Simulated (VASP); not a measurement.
# BaTiO3 (Amm2) in VASP: a series of runs

Aim: see how the results for BaTiO3 move with the level of theory and the settings. Levels: BLYP+D3(BJ), PBEsol+D3(BJ), PBEsol. Tasks: single point, relaxation of cell and atoms.

All numbers are computed with VASP 6.6.1; they aren't measurements. Logs are shortened: lines on timing, memory, paths and dates and some standing lists are left out, and cuts for length are marked.

## 1. The cell of the first run

Symmetry: Amm2, No. 38, orthorhombic system. Conventional cell: a = 3.975 Å, b = 5.717 Å, c = 5.747 Å, α = 90.00°, β = 90.00°, γ = 90.00°. Within 3.6 Å of Ba (site symmetry mm2) lie 12 O at 2.77 to 2.98 Å and 8 Ti at 3.43 to 3.56 Å. Ti (site symmetry mm2) has 6 O at 1.87 to 2.19 Å within 2.5 Å. Within 2.6 Å of O (site symmetry mm2) lie 2 Ti at 2.00 Å. O (site symmetry m) has 2 Ti at 1.87 to 2.19 Å within 2.5 Å.

## 2. Single point, BLYP+D3(BJ)

The input, INCAR:

```
SYSTEM = BaTiO3
AGGAC = 1.0
AGGAX = 1.0
ALDAC = 0.0
ALDAX = 1.0
ALGO = Normal
EDIFF = 1E-7
ENCUT = 520
GGA = B5
ISIF = 2
ISMEAR = 1
IVDW = 12
LASPH = .True.
LCHARG = .False.
LREAL = .False.
LWAVE = .False.
NBANDS = 28
NELM = 100
PREC = Accurate
SIGMA = 0.01
VDW_A1 = 0.4298
VDW_A2 = 4.2359
VDW_S6 = 1.0
VDW_S8 = 2.6996
```

The input, KPOINTS:

```
k-points
0
Gamma
  6 6 6
  0 0 0
```

The input, POSCAR:

```
BaTiO3
1.0
    3.9748758053      0.0000000000      0.0000000000
    0.0000000000      2.8587260065      2.8733844692
    0.0000000000     -2.8587260065      2.8733844692
Ba Ti O
1 1 3
Direct
    0.0000000000      0.0084075533      0.0084075533
    0.5000000000      0.5226822195      0.5226822195
    0.0000000000      0.4900961568      0.4900961568
    0.5000000000      0.4934046937      0.9822893767
    0.5000000000      0.9822893767      0.4934046937
```

Potentials or basis: VASP PAW PBE potentials, release 64 (Ba_sv, Ti_sv, O).

The run is started by

```console
$ cat potpaw_PBE.64/Ba_sv/POTCAR potpaw_PBE.64/Ti_sv/POTCAR potpaw_PBE.64/O/POTCAR > POTCAR
$ mpirun -np 1 vasp_std > vasp.out
```

OUTCAR:

```text
SYSTEM = BaTiO3
   EDIFF = 1E-7
   ENCUT = 520
   GGA = B5
   ISIF = 2
   ISMEAR = 1
   IVDW = 12
   LASPH = .True.
   LREAL = .False.
   NELM = 100
   PREC = Accurate
 IVDW          = 12

 ion  position               nearest neighbor table
   1  0.000  0.008  0.008-   3 2.77   4 2.80   5 2.80   4 2.80   5 2.80   3 2.86   3 2.86   5 2.88
                             4 2.88   5 2.88   4 2.88   3 2.98   2 3.43   2 3.43   2 3.48   2 3.48
   2  0.500  0.523  0.523-   4 1.87   5 1.87   3 2.00   3 2.00   5 2.19   4 2.19   1 3.43   1 3.43
                             1 3.48   1 3.48   1 3.48   1 3.48   1 3.56   1 3.56
   3  0.000  0.490  0.490-   2 2.00   2 2.00   1 2.77   1 2.86   1 2.86   1 2.98
   4  0.500  0.493  0.982-   2 1.87   2 2.19   1 2.80   1 2.80   1 2.88   1 2.88
   5  0.500  0.982  0.493-   2 1.87   2 2.19   1 2.80   1 2.80   1 2.88   1 2.88

  LATTYP: Found a base centered orthorhombic cell.
 ALAT       =     5.7174520130
 B/A-ratio  =     1.0051276207
 C/A-ratio  =     0.6952180440

  Lattice vectors:

 A1 = (   0.0000000000,   2.8587260065,  -2.8733844692)
 A2 = (   0.0000000000,   2.8587260065,   2.8733844692)
 A3 = (   3.9748758053,   0.0000000000,   0.0000000000)

Analysis of symmetry for initial positions (statically):
=====================================================================
 Subroutine PRICEL returns:
 Original cell was already a primitive cell.

 Routine SETGRP: Setting up the symmetry group for a
 base centered orthorhombic supercell.

 Subroutine GETGRP returns: Found  4 space group operations
 (whereof  4 operations were pure point group operations)
 out of a pool of  8 trial point group operations.

The static configuration has the point symmetry C_2v.

Analysis of symmetry for dynamics (positions and initial velocities):
=====================================================================
 Subroutine PRICEL returns:
 Original cell was already a primitive cell.

 Routine SETGRP: Setting up the symmetry group for a
 base centered orthorhombic supercell.

 Subroutine GETGRP returns: Found  4 space group operations
 (whereof  4 operations were pure point group operations)
 out of a pool of  8 trial point group operations.

The dynamic configuration has the point symmetry C_2v.

 Subroutine INISYM returns: Found  4 space group operations
 (whereof  4 operations are pure point group operations),
 and found     1 'primitive' translations

----------------------------------------------------------------------------------------

                                     Primitive cell

  volume of cell :      65.3010

  direct lattice vectors                    reciprocal lattice vectors
     3.974875805  0.000000000  0.000000000     0.251580187  0.000000000  0.000000000
     0.000000000  2.858726006  2.873384469     0.000000000  0.174903086  0.174010824
     0.000000000 -2.858726006  2.873384469     0.000000000 -0.174903086  0.174010824

  length of vectors
     3.974875805  4.053227441  4.053227441     0.251580187  0.246720199  0.246720199

  position of ions in fractional coordinates (direct lattice)
     0.000000000  0.008407553  0.008407553
     0.500000000  0.522682219  0.522682219
     0.000000000  0.490096157  0.490096157
     0.500000000  0.493404694  0.982289377
     0.500000000  0.982289377  0.493404694

  ion indices of the primitive-cell ions
   primitive index   ion index
                 1           1
                 2           2
                 3           3
                 4           4
                 5           5

----------------------------------------------------------------------------------------

 KPOINTS: k-points

Automatic generation of k-mesh.
 Grid dimensions read from file:
 generate k-points for:    6    6    6

 Generating k-lattice:

  Cartesian coordinates                     Fractional coordinates (reciprocal lattice)
     0.041930031  0.000000000  0.000000000     0.166666667  0.000000000  0.000000000
     0.000000000  0.029150514  0.029001804     0.000000000  0.166666667  0.000000000
     0.000000000 -0.029150514  0.029001804     0.000000000  0.000000000  0.166666667

  Length of vectors
     0.041930031  0.041120033  0.041120033

  Shift w.r.t. Gamma in fractional coordinates (k-lattice)
     0.000000000  0.000000000  0.000000000

 Subroutine IBZKPT returns following result:
 ===========================================

 Found     52 irreducible k-points:

 Following reciprocal coordinates:
            Coordinates               Weight
  0.000000  0.000000  0.000000      1.000000
  0.166667  0.000000  0.000000      2.000000
  0.333333  0.000000  0.000000      2.000000
  0.500000  0.000000  0.000000      1.000000
  0.000000  0.166667 -0.000000      4.000000
  0.166667  0.166667 -0.000000      8.000000
[... 16 lines left out ...]
  0.333333  0.333333  0.166667      8.000000
  0.500000  0.333333  0.166667      4.000000
 [... further k-points ...]
   k-points           NKPTS =     52   k-points in BZ     NKDIM =     52   number of bands    NBANDS=     28
   number of dos      NEDOS =    301   number of ions     NIONS =      5
   total plane-waves  NPLWV =  27000
   dimension x,y,z NGX =    30 NGY =   30 NGZ =   30
   dimension x,y,z NGXF=    60 NGYF=   60 NGZF=   60
   ions per type =               1   1   3
   NGX,Y,Z   is equivalent  to a cutoff of  12.55, 12.30, 12.30 a.u.
   NGXF,Y,Z  is equivalent  to a cutoff of  25.09, 24.61, 24.61 a.u.
 SYSTEM =  BaTiO3
   PREC   = accura    normal or accurate (medium, high low for compatibility)
   ISTART =      0    job   : 0-new  1-cont  2-samecut
   ICHARG =      2    charge: 1-file 2-atom 10-const
   ISPIN  =      1    spin polarized calculation?
   LNONCOLLINEAR =      F non collinear calculations
   LSORBIT =      F    spin-orbit coupling
   LASPH  =      T    aspherical Exc in radial PAW
   ENCUT  =  520.0 eV  38.22 Ry    6.18 a.u.   7.39  7.54  7.54*2*pi/ulx,y,z
   NELM   =    100;   NELMIN=  2; NELMDL= -5     # of ELM steps
   EDIFF  = 0.1E-06   stopping-criterion for ELM
   LREAL  =      F    real-space projection
   EDIFFG = 0.1E-05   stopping-criterion for IOM
   NSW    =      0    number of steps for IOM
   IBRION =     -1    ionic relax: 0-MD 1-quasi-New 2-CG
   NFREE  =      0    steps in history (QN), initial steepest desc. (CG)
   ISIF   =      2    stress and relaxation
   ISYM   =      2    0-nonsym 1-usesym 2-fastsym
   POTIM  = 0.5000    time-step for ionic-motion
   TEBEG  =    0.0;   TEEND  =   0.0 temperature during run
   PSTRESS=    0.0 pullay stress
   NELECT =      40.0000    total number of electrons
   NUPDOWN=      -1.0000    fix difference up-down
   EMIN   =  10.00;   EMAX   =-10.00  energy-range for DOS
   EFERMI =   0.00;   METHOD = LEGACY
   ISMEAR =     1;   SIGMA  =   0.01  broadening in eV -4-tet -1-fermi 0-gaus
   EFERMI_NEDOS =   21; number of points for ismear=-14 and -15
   IALGO  =     38    algorithm
   IMIX   =      4    mixing-type and parameters
     AMIX     =   0.40;   BMIX     =  1.00
     AMIX_MAG =   1.60;   BMIX_MAG =  1.00
  volume/ion in A,a.u.               =      13.06        88.13
  Fermi-wavevector in a.u.,A,eV,Ry     =   1.390342  2.627365 26.300743  1.933050
  Thomas-Fermi vector in A             =   2.514286
   LORBIT       =      0    0 simple, 1 ext, 2 COOP (PROOUT), +10 PAW based schemes
   GGA     = B5    functional components
   LHFCALC =     F    Hartree Fock is set to
   AEXX    =    0.0000 exact exchange contribution
   IVDW    =    12    specifies the selected vdW correction
   LEPSILON=     F    determine dielectric tensor
   LRPA    =     F    only Hartree local field effects (RPA)
 non-spin polarized calculation
 Methfessel and Paxton  Order N= 1 SIGMA  =   0.01
  energy-cutoff  :      520.00
  volume of cell :       65.30
 maximum number of plane-waves:      1787
 NGX is ok and might be reduce to    30
   NGX = 15   NGY = 15   NGZ = 15

 number of electron      39.9999990 magnetization

 Free energy of the ion-electron system (eV)
  ---------------------------------------------------
  ext. energy  EPLUGINS =         0.00000000
  ---------------------------------------------------
  free energy    TOTEN  =       -38.12925754 eV

  energy without entropy =      -38.12925754  energy(sigma->0) =      -38.12925754

 E-fermi :   4.1294     XC(G=0): -10.6288

 val. band max:        4.0299643406   @ k =   0.5000   0.5000   0.5000
 cond. band min:       6.2243549744   @ k =   0.0000   0.0000   0.0000
 fundamental gap:      2.1943906337
 Fermi energy:         4.1294018392

 k-point     1 :       0.0000    0.0000    0.0000
  band No.  band energies     occupation
      1     -52.2129      2.00000
      2     -28.6190      2.00000
      3     -28.6172      2.00000
      4     -28.5642      2.00000
      5     -20.8321      2.00000
      6     -12.6932      2.00000
[... 20 lines left out ...]
     27       9.3501      0.00000
     28      11.4705      0.00000

 k-point     2 :       0.1667    0.0000    0.0000
  band No.  band energies     occupation
      1     -52.2126      2.00000
      2     -28.6185      2.00000
      3     -28.6166      2.00000
      4     -28.5781      2.00000
      5     -20.8039      2.00000
      6     -12.7117      2.00000
[... 20 lines left out ...]
     27       9.8310      0.00000
     28      12.1077      0.00000

 k-point     3 :       0.3333    0.0000    0.0000
  band No.  band energies     occupation
      1     -52.2120      2.00000
      2     -28.6174      2.00000
      3     -28.6156      2.00000
      4     -28.6056      2.00000
      5     -20.7463      2.00000
      6     -12.8270      2.00000
[... 20 lines left out ...]
     27      10.9361      0.00000
     28      12.3281      0.00000

 k-point     4 :       0.5000    0.0000    0.0000
  band No.  band energies     occupation
      1     -52.2117      2.00000
      2     -28.6193      2.00000
      3     -28.6168      2.00000
      4     -28.6150      2.00000
      5     -20.7170      2.00000
      6     -12.9058      2.00000
[... 578 lines left out ...]
     27      11.5878      0.00000
     28      12.5303      0.00000

 k-point    23 :       0.3333    0.3333    0.1667
  band No.  band energies     occupation
      1     -52.2112      2.00000
      2     -28.6486      2.00000
      3     -28.6260      2.00000
      4     -28.6031      2.00000
      5     -20.6772      2.00000
      6     -12.4658      2.00000
[... 20 lines left out ...]
     27      12.2658      0.00000
     28      12.4171      0.00000

 k-point    24 :       0.5000    0.3333    0.1667
  band No.  band energies     occupation
      1     -52.2109      2.00000
      2     -28.6478      2.00000
      3     -28.6254      2.00000
      4     -28.6165      2.00000
      5     -20.6560      2.00000
      6     -12.4195      2.00000
[... 20 lines left out ...]
     27      12.2486      0.00000
     28      12.6348      0.00000

 [... further k-points ...]

------------------------ aborting loop because EDIFF is reached ----------------------------------------

 Edisp (eV)   -3.01056

 E8    (eV) :    -2.2522

  FORCE on cell =-STRESS in cart. coord.  units (eV):
  Direction    XX          YY          ZZ          XY          YZ          ZX
  --------------------------------------------------------------------------------------
  -------------------------------------------------------------------------------------
  Total       0.74631     0.82312     0.78147     0.00000     0.00000     0.00000
  in kB      18.31082    20.19540    19.17349     0.00000     0.00000     0.00000
  external pressure =       19.23 kB  Pullay stress =        0.00 kB

 VOLUME and BASIS-vectors are now :
 -----------------------------------------------------------------------------
  energy-cutoff  :      520.00
  volume of cell :       65.30
      direct lattice vectors                 reciprocal lattice vectors
     3.974875805  0.000000000  0.000000000     0.251580187  0.000000000  0.000000000
     0.000000000  2.858726006  2.873384469     0.000000000  0.174903086  0.174010824
     0.000000000 -2.858726006  2.873384469     0.000000000 -0.174903086  0.174010824

 POSITION                                       TOTAL-FORCE (eV/Angst)
 -----------------------------------------------------------------------------------
      0.00000      0.00000      0.04832         0.000000      0.000000     -0.039449
      1.98744      0.00000      3.00373         0.000000      0.000000     -0.132174
      0.00000      0.00000      2.81647         0.000000      0.000000      0.018241
      1.98744     -1.39759      4.24024         0.000000     -0.062116      0.076691
      1.98744      1.39759      4.24024         0.000000      0.062116      0.076691
 -----------------------------------------------------------------------------------
    total drift:                                0.000000      0.000000     -0.000642

  FREE ENERGIE OF THE ION-ELECTRON SYSTEM (eV)
  ---------------------------------------------------
  free  energy   TOTEN  =       -41.1398179469 eV

  energy  without entropy=      -41.1398179469  energy(sigma->0) =      -41.13981795
```

Wall time 2.4 min (1 thread of Intel Xeon Platinum 8488C (Sapphire Rapids), shared host); peak memory 0.24 GiB.

What came out:

* Free energy: -41.1398 eV
* Pressure: 1.9 GPa
* Largest force: 0.132 eV/Å
* Band gap on the k mesh: 2.19 eV (least direct gap 2.61 eV)
* Dispersion energy per atom: -0.602 eV

Forces in eV/Å, atoms in the order of the input:
```
Ba   0.000  0.000 -0.039
Ti   0.000  0.000 -0.132
O    0.000  0.000  0.018
O    0.000 -0.062  0.077
O    0.000  0.062  0.077
```

Caveat: the PAW data sets were made with another functional, which shifts forces and pressure a little; spin-orbit coupling is left out, which moves the levels of the heavy elements. A k mesh can miss the band edges.

[end of part 1 of 3]
